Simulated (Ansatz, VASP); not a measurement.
**Two plane-wave programs on AlIn3As4**

```
CELL_PARAMETERS angstrom
4.28570 0.00000 0.00000
0.00000 4.28570 0.00000
0.00000 0.00000 12.15891
ATOMIC_POSITIONS crystal
Al 0.00000 0.00000 0.00000
In 0.50000 0.50000 0.24048
In 0.00000 0.00000 0.50000
In 0.50000 0.50000 0.75952
As 0.50000 0.00000 0.10936
As 0.00000 0.50000 0.37023
As 0.50000 0.00000 0.62977
As 0.00000 0.50000 0.89064
```

Alike in both runs: functional PBE; k mesh 10 × 10 × 4; occupations gaussian, width 0.1 eV; no spin polarisation.

Ansatz relaxed the structure, and its values are those at the end. VASP's run is a single point on that final structure, the one shown.

```csv
,VASP,Ansatz
version,VASP 6.6.1,Ansatz 0.2.0
potentials or method,"VASP PAW PBE potentials, release 64 (Al, In_d, As), cutoff 520 eV","scalar-relativistic, plane waves, PAW"
valence electrons in the cell,62,102
```

Ansatz gave:

| Item | Value |
| --- | --- |
| gap on the k mesh at the Fermi level (eV) | none |
| pressure (GPa) | 0.0 |
| rms of the force components (eV/Å) | 0.003 |

Task: What did VASP give for the same quantities?

Result: gap on the k mesh at the Fermi level (eV): none; pressure (GPa): 0.1; rms of the force components (eV/Å): 0.004.

A gap of «none» marks a metal or a gap that the smearing closes. VASP's potentials hold 62 valence electrons a cell and Ansatz's 102, so a difference there can come from the potentials and not from the codes.
